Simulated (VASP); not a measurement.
## TiTe2: relaxation of shape and atoms at fixed volume with PBE+D3(BJ)

The system is TiTe2.

```xyz
3
Lattice="3.6721 0.0000 0.0000 -1.8361 3.1802 0.0000 0.0000 0.0000 6.3468" Properties=species:S:1:pos:R:3 pbc="T T T"
Ti    0.0000    0.0000    0.0000
Te    1.8361    1.0601    1.7210
Te    0.0000    2.1201    4.6258
```

```yaml
Program: VASP 6.6.1
Task: relaxation of shape and atoms at fixed volume
Functional: PBE
Dispersion: D3(BJ)
Potentials_or_basis: VASP PAW PBE potentials, release 64 (Ti_sv, Te)
Cutoff: 600 eV
k_mesh: 15 × 15 × 8
Occupations: fermi-dirac, width 0.15 eV
Spin: no spin polarisation
Dipole_correction: no
Further_INCAR_settings: ALGO = Normal; EDIFF = 1e-06; IBRION = 2; EDIFFG = -0.001; NSW = 80; ISIF = 4
```

```
Energy gained by relaxing  : 1.1 meV/atom
Ionic steps                : 15
Pressure after relaxing    : 0.8 GPa
Band gap on the k mesh     : zero (bands 12 and 13 overlap by 0.85 eV)
Dispersion energy per atom : -0.533 eV
```

Step by step:
```
step  energy change (eV)  largest force (eV/Å)  pressure (GPa)  volume (Å³)
   1              0.0000                0.1861            1.32        74.12
   2             -0.0024                0.0802            1.12        74.12
   3             -0.0029                0.0003            0.85        74.12
   4             -0.0029                0.0064            0.87        74.12
   5             -0.0031                0.0045            0.85        74.12
   6             -0.0032                0.0020            0.82        74.12
   7             -0.0032                0.0017            0.83        74.12
   8             -0.0032                0.0012            0.82        74.12
   9             -0.0032                0.0016            0.82        74.12
  10             -0.0032                0.0006            0.84        74.12
  11             -0.0031                0.0059            0.80        74.12
  12             -0.0032                0.0017            0.82        74.12
  13             -0.0032                0.0011            0.83        74.12
  14             -0.0032                0.0008            0.84        74.12
  15             -0.0032                0.0004            0.83        74.12
```

Final structure:
```yaml
crystal:
  lattice:
    - [3.67636, 0.00000, 0.00000]
    - [-1.83818, 3.18382, 0.00000]
    - [0.00000, 0.00000, 6.33224]
  atoms:
    - { symbol: Ti, position: [0.00000, 0.00000, 0.00000] }
    - { symbol: Te, position: [0.66667, 0.33333, 0.27398] }
    - { symbol: Te, position: [0.33333, 0.66667, 0.72602] }
```

Levels at points of the mesh, in eV from the Fermi level:
```tsv
k point	band 10	band 11	band 12	band 13	band 14	band 15
(0.00, 0.00, 0.00)	0.25	0.50	0.50	0.81	1.35	1.35
(0.00, 0.00, 0.50)	-1.46	0.48	0.48	0.87	0.87	1.16
```

Wall time 35 min on 1 thread of Intel(R) Xeon(R) Platinum 8259CL CPU @ 2.50GHz (Skylake/Cascade Lake), on a shared host, peak memory 0.45 GiB.

Caveat: spin-orbit coupling is left out, which moves the levels of the heavy elements.
